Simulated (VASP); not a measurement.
BiB, 2 atoms in the cell. The structure is orthorhombic, space group Fmm2 (No. 42). Conventional cell: a = 3.819 Å, b = 7.636 Å, c = 6.596 Å, α = 90.00°, β = 90.00°, γ = 90.00°. B (site symmetry mm2) has 3 Bi at 2.20 Å within 2.9 Å. Within 2.9 Å of Bi (site symmetry mm2) lie 3 B at 2.20 Å. 

- Program: VASP 6.6.1
- Task: single point
- Functional: LDA
- Potentials or basis: VASP PAW LDA potentials, release 64 (B, Bi_d)
- Cutoff: 520 eV
- k mesh: 8 × 8 × 8
- Occupations: gaussian, width 0.1 eV
- Spin: no spin polarisation
- Dipole correction: no
- Further INCAR settings: ALGO = Normal; EDIFF = 1e-07; NBANDS = 16

Potentials or basis: VASP PAW LDA potentials, release 64 (B, Bi_d).

Launch:

```sh
$ cat potpaw_LDA.64/B/POTCAR potpaw_LDA.64/Bi_d/POTCAR > POTCAR
$ mpirun -np 1 vasp_std > vasp.out
```

Hardware: 1 thread of Intel(R) Xeon(R) Platinum 8559C (Emerald Rapids), on a shared host.

Q: How long does it take, and how much memory?

A: Wall time 44 s on 1 thread of Intel(R) Xeon(R) Platinum 8559C (Emerald Rapids) (shared host), peak memory 0.2 GiB. Counts: scf iterations 13, k points 95.
